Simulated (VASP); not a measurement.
# Cd (P6/mmm) in VASP: notebook, part 2 of 2

VASP 6.6.1. The steps go on from the part before.

## 4. Single point, revPBE (volume scaled by 0.96)

INCAR

```
ALGO     = Normal         # electronic algorithm
EDIFF    = 1E-6           # SCF threshold, eV
ENCUT    = 520            # plane-wave cutoff, eV
GGA      = RE             # functional
ISIF     = 2              # what is computed and relaxed
ISMEAR   = -1             # smearing method
LASPH    = T              # aspherical terms in the spheres
LCHARG   = F              # write CHGCAR
LREAL    = F              # projectors in reciprocal space
LWAVE    = F              # write WAVECAR
NBANDS   = 25             # bands
NELM     = 60             # most SCF steps
PREC     = Accurate       # precision mode
SIGMA    = 0.1            # smearing width, eV
```

KPOINTS

```
k-points
0
Gamma
  8 8 11
```

POSCAR

```
Cd
1.0
    5.1541236117      0.0000000000      0.0000000000
   -2.5770618058      4.4636019820      0.0000000000
    0.0000000000      0.0000000000      3.1084719004
Cd
3
Direct
    1.0000000000      0.0000000000      0.0000000000
    0.3333333333      0.6666666667      0.5000000000
    0.6666666667      0.3333333333      0.5000000000
```

Potentials or basis: VASP PAW PBE potentials, release 64 (Cd).

On the command line:

```
$ cat potpaw_PBE.64/Cd/POTCAR > POTCAR
$ mpirun -np 1 vasp_std > vasp.out
```

OUTCAR:

```text
EDIFF = 1E-6
   ENCUT = 520
   GGA = RE
   ISIF = 2
   ISMEAR = -1
   LASPH = T
   LREAL = F
   NELM = 60
   PREC = Accurate

 ion  position               nearest neighbor table
   1  0.000  0.000  0.000-   2 3.36   3 3.36   2 3.36   3 3.36   2 3.36   2 3.36   3 3.36   3 3.36
                             3 3.36   3 3.36   2 3.36   2 3.36
   2  0.333  0.667  0.500-   3 2.98   3 2.98   3 2.98   1 3.36   1 3.36   1 3.36   1 3.36   1 3.36
                             1 3.36
[... 873 lines left out ...]
  Direction    XX          YY          ZZ          XY          YZ          ZX
  --------------------------------------------------------------------------------------
  -------------------------------------------------------------------------------------
  Total        0.6915834      0.6915834      0.6907589      0.0000000     -0.0000000     -0.0000000
  in kB       15.4941544     15.4941544     15.4756822      0.0000000     -0.0000000     -0.0000000
  external PRESSURE =      15.4879970 kB  Pullay stress =       0.0000000 kB

 VOLUME and BASIS-vectors are now :
 -----------------------------------------------------------------------------
  energy-cutoff  :      520.00
  volume of cell :       71.51
      direct lattice vectors                 reciprocal lattice vectors
     5.154123612  0.000000000  0.000000000     0.194019406  0.112017156  0.000000000
    -2.577061806  4.463601982  0.000000000     0.000000000  0.224034312  0.000000000
     0.000000000  0.000000000  3.108471900     0.000000000  0.000000000  0.321701476

 POSITION                                       TOTAL-FORCE (eV/Angst)
 -----------------------------------------------------------------------------------
      0.00000      0.00000      0.00000        -0.000000      0.000000      0.000000
     -0.00000      2.97573      1.55424        -0.000000      0.000000     -0.000000
      2.57706      1.48787      1.55424         0.000000      0.000000      0.000000
 -----------------------------------------------------------------------------------
    total drift:                                0.000000     -0.000000      0.000000

  FREE ENERGIE OF THE ION-ELECTRON SYSTEM (eV)
  ---------------------------------------------------
  free  energy   TOTEN  =        -1.1179280814 eV

  energy  without entropy=       -1.0805828227  energy(sigma->0) =       -1.09925545
```

OSZICAR:

```text
N       E                     dE             d eps       ncg     rms          rms(c)
DAV:   1     0.282433947368E+03    0.28243E+03   -0.19304E+04  3016   0.143E+03
DAV:   2     0.621607656914E+01   -0.27622E+03   -0.26568E+03  3048   0.381E+02
DAV:   3    -0.116555193615E+01   -0.73816E+01   -0.73635E+01  3495   0.719E+01
DAV:   4    -0.117989413279E+01   -0.14342E-01   -0.14340E-01  3339   0.297E+00
DAV:   5    -0.117993725253E+01   -0.43120E-04   -0.43120E-04  3562   0.149E-01    0.457E+00
DAV:   6    -0.111188650184E+01    0.68051E-01   -0.23190E-01  3374   0.475E+00    0.367E+00
DAV:   7    -0.111541866916E+01   -0.35322E-02   -0.35141E-02  3341   0.152E+00    0.159E+00
DAV:   8    -0.111771932995E+01   -0.23007E-02   -0.51990E-03  3233   0.769E-01    0.108E-01
DAV:   9    -0.111787881813E+01   -0.15949E-03   -0.91566E-05  3634   0.782E-02    0.390E-02
DAV:  10    -0.111792811153E+01   -0.49293E-04   -0.59221E-05  3269   0.698E-02    0.468E-03
DAV:  11    -0.111792808140E+01    0.30132E-07   -0.18690E-07  2267   0.495E-03
   1 F= -.11179281E+01 E0= -.10992555E+01  d E =-.373453E-01
```

It took 51 s on 1 thread of Intel Xeon Platinum 8488C (Sapphire Rapids), shared host; peak memory 0.23 GiB.

Results:

- Free energy: -1.1179 eV
- Pressure: 1.5 GPa
- Band gap on the k mesh: zero (band 18 reaches 5.56 eV, above the bottom of band 19 at 1.28 eV)

Caveat: the PAW data sets were made with another functional, which shifts forces and pressure a little.

## 5. Single point, revPBE

INCAR

```
SYSTEM = Cd
PREC = Accurate ; ENCUT = 520
EDIFF = 1E-7 ; ISMEAR = -1
SIGMA = 0.1 ; LREAL = .FALSE.
LASPH = .TRUE. ; NELM = 100
ALGO = Normal ; ISIF = 2
LWAVE = .FALSE. ; LCHARG = .TRUE.
GGA = RE ; LELF = .TRUE.
LVHAR = .TRUE. ; NBANDS = 25
```

KPOINTS

```
regular mesh
0
G
  8 8 11
  0 0 0
```

POSCAR

```
Cd
1.0
    5.2247368194      0.0000000000      0.0000000000
   -2.6123684097      4.5247548137      0.0000000000
    0.0000000000      0.0000000000      3.1510589993
Cd
3
Direct
    1.0000000000      0.0000000000      0.0000000000
    0.3333333333      0.6666666667      0.5000000000
    0.6666666667      0.3333333333      0.5000000000
```

Potentials or basis: VASP PAW PBE potentials, release 64 (Cd).

On the command line:

```
$ cat potpaw_PBE.64/Cd/POTCAR > POTCAR
$ mpirun -np 1 vasp_std > vasp.out
```

OUTCAR:

```text
SYSTEM = Cd
   PREC = Accurate
   ENCUT = 520
   EDIFF = 1E-7
   ISMEAR = -1
   LREAL = .FALSE.
   LASPH = .TRUE.
   NELM = 100
   ISIF = 2
   GGA = RE

 ion  position               nearest neighbor table
   1  0.000  0.000  0.000-   2 3.40   3 3.40   2 3.40   3 3.40   3 3.40   3 3.40   2 3.40   2 3.40
                             3 3.40   3 3.40   2 3.40   2 3.40
   2  0.333  0.667  0.500-   3 3.02   3 3.02   3 3.02   1 3.40   1 3.40   1 3.40   1 3.40   1 3.40
                             1 3.40
   3  0.667  0.333  0.500-   2 3.02   2 3.02   2 3.02   1 3.40   1 3.40   1 3.40   1 3.40   1 3.40
                             1 3.40

  LATTYP: Found a hexagonal cell.
[... 870 lines left out ...]
  --------------------------------------------------------------------------------------
  -------------------------------------------------------------------------------------
  Total        0.1020086      0.1020086      0.1051979      0.0000000      0.0000000      0.0000000
  in kB        2.1939731      2.1939731      2.2625690      0.0000000      0.0000000      0.0000000
  external PRESSURE =       2.2168384 kB  Pullay stress =       0.0000000 kB

 VOLUME and BASIS-vectors are now :
 -----------------------------------------------------------------------------
  energy-cutoff  :      520.00
  volume of cell :       74.49
      direct lattice vectors                 reciprocal lattice vectors
     5.224736819  0.000000000  0.000000000     0.191397200  0.110503225  0.000000000
    -2.612368410  4.524754814  0.000000000     0.000000000  0.221006450  0.000000000
     0.000000000  0.000000000  3.151058999     0.000000000  0.000000000  0.317353626

 POSITION                                       TOTAL-FORCE (eV/Angst)
 -----------------------------------------------------------------------------------
      0.00000      0.00000      0.00000         0.000000     -0.000000      0.000000
     -0.00000      3.01650      1.57553         0.000000     -0.000000      0.000000
      2.61237      1.50825      1.57553        -0.000000      0.000000      0.000000
 -----------------------------------------------------------------------------------
    total drift:                                0.000000     -0.000000      0.000000

  FREE ENERGIE OF THE ION-ELECTRON SYSTEM (eV)
  ---------------------------------------------------
  free  energy   TOTEN  =        -1.1338365762 eV

  energy  without entropy=       -1.0955028367  energy(sigma->0) =       -1.11466971
```

OSZICAR:

```text
N       E                     dE             d eps       ncg     rms          rms(c)
DAV:   1     0.277749159656E+03    0.27775E+03   -0.19236E+04  3008   0.141E+03
DAV:   2     0.618100253226E+01   -0.27157E+03   -0.26125E+03  3048   0.376E+02
DAV:   3    -0.116816056993E+01   -0.73492E+01   -0.73300E+01  3535   0.712E+01
DAV:   4    -0.118339501711E+01   -0.15234E-01   -0.15229E-01  3271   0.298E+00
DAV:   5    -0.118344190912E+01   -0.46892E-04   -0.46891E-04  3622   0.152E-01    0.411E+00
DAV:   6    -0.112612999422E+01    0.57312E-01   -0.20856E-01  3397   0.440E+00    0.335E+00
DAV:   7    -0.113095930191E+01   -0.48293E-02   -0.31588E-02  3291   0.140E+00    0.149E+00
DAV:   8    -0.113361143797E+01   -0.26521E-02   -0.51186E-03  3185   0.744E-01    0.107E-01
DAV:   9    -0.113380083385E+01   -0.18940E-03   -0.12610E-04  3625   0.854E-02    0.444E-02
DAV:  10    -0.113383689895E+01   -0.36065E-04   -0.46371E-05  3215   0.638E-02    0.356E-03
DAV:  11    -0.113383679219E+01    0.10676E-06   -0.16451E-07  2748   0.447E-03    0.175E-03
DAV:  12    -0.113383657526E+01    0.21693E-06   -0.69459E-08  2171   0.199E-03    0.354E-04
DAV:  13    -0.113383657620E+01   -0.94269E-09   -0.29839E-09  1643   0.522E-04
   1 F= -.11338366E+01 E0= -.11146697E+01  d E =-.383337E-01
```

Run time: 62 s. Hardware: 1 thread of Intel Xeon Platinum 8488C (Sapphire Rapids), shared host; peak memory 0.23 GiB.

Results:

```yaml
Free_energy: -1.1338 eV
Pressure: 0.2 GPa
Band_gap_on_the_k_mesh: zero (band 18 reaches 5.21 eV, above the bottom of band 19 at 0.96 eV)
```

Caveat: the PAW data sets were made with another functional, which shifts forces and pressure a little.

## 6. Overview

| cell | k mesh | gap on the mesh (eV) | pressure (GPa) |
| --- | --- | --- | --- |
| a = 5.225, b = 5.225, c = 3.151 Å, angles 90.0, 90.0, 120.0°, 3 atoms | 7 × 7 × 10 | none | 0.2 |
| a = 5.007, b = 5.007, c = 3.020 Å, angles 90.0, 90.0, 120.0°, 3 atoms | 8 × 8 × 11 | none | 5.8 |
| a = 5.154, b = 5.154, c = 3.108 Å, angles 90.0, 90.0, 120.0°, 3 atoms | 8 × 8 × 11 | none | 1.5 |
| a = 5.225, b = 5.225, c = 3.151 Å, angles 90.0, 90.0, 120.0°, 3 atoms | 8 × 8 × 11 | none | 0.2 |

Alike in all rows: task single point; level revPBE; potentials or basis VASP PAW PBE potentials, release 64 (Cd); no spin polarisation; cutoff (eV) 520; smearing fermi-dirac 0.1 eV.

Caveats: the PAW data sets were made with another functional, which shifts forces and pressure a little.

Total energies depend on the potentials used, so only differences within one code and one set of settings carry meaning.
